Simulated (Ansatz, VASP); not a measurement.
**Two plane-wave programs on Ti**

INCAR

```
SYSTEM = Ti
  PREC = Accurate
  ENCUT = 520
  EDIFF = 1E-7
  ISMEAR = 0
  SIGMA = 0.1
  LREAL = .False.
  LASPH = .True.
  NELM = 100
  ALGO = Normal
  ISIF = 2
  LWAVE = .False.
  LCHARG = .False.
  GGA = PS
  NBANDS = 12
```

File KPOINTS:

```
Automatic mesh
0
Gamma
  18 18 18
  0 0 0
```

Contents of POSCAR:

```
Ti
1.0
    0.0000000000      1.9651612674      1.9651612674
    1.9651612674      0.0000000000      1.9651612674
    1.9651612674      1.9651612674      0.0000000000
Ti
1
Direct
    0.0000000000      0.0000000000      0.0000000000
```

Input for Ansatz:

```yaml
crystal:
  lattice:
    - [0.0, 1.9651612674, 1.9651612674]
    - [1.9651612674, 0.0, 1.9651612674]
    - [1.9651612674, 1.9651612674, 0.0]
  atoms:
    - { symbol: Ti, position: [0.0, 0.0, 0.0] }
basis:
  ecutwfc: 420
kpoints:
  mp_grid: { grid: [18, 18, 18] }
hamiltonian:
  xc: pbesol
scf:
  occupations: { method: gaussian, width: 0.1 }
output:
  forces: true
  stress: true
  eigenvalues: true
```

Alike in both runs: task single point; functional PBEsol; k mesh 18 × 18 × 18; occupations gaussian, width 0.1 eV; no spin polarisation.

|  | VASP | Ansatz |
| --- | --- | --- |
| version | VASP 6.6.1 | Ansatz 0.2.0 |
| potentials or method | VASP PAW PBE potentials, release 64 (Ti_sv), cutoff 520 eV | scalar-relativistic, plane waves, PAW |
| valence electrons in the cell | 12 | 12 |

VASP gave:

```
gap on the k mesh at the Fermi level (eV) : none
pressure (GPa)                            : 12.1
```

Q: Which values does Ansatz return?

A: gap on the k mesh at the Fermi level (eV): none; pressure (GPa): 12.6.

VASP's potentials were made for PBE, not for PBEsol. A gap of «none» marks a metal or a gap that the smearing closes.
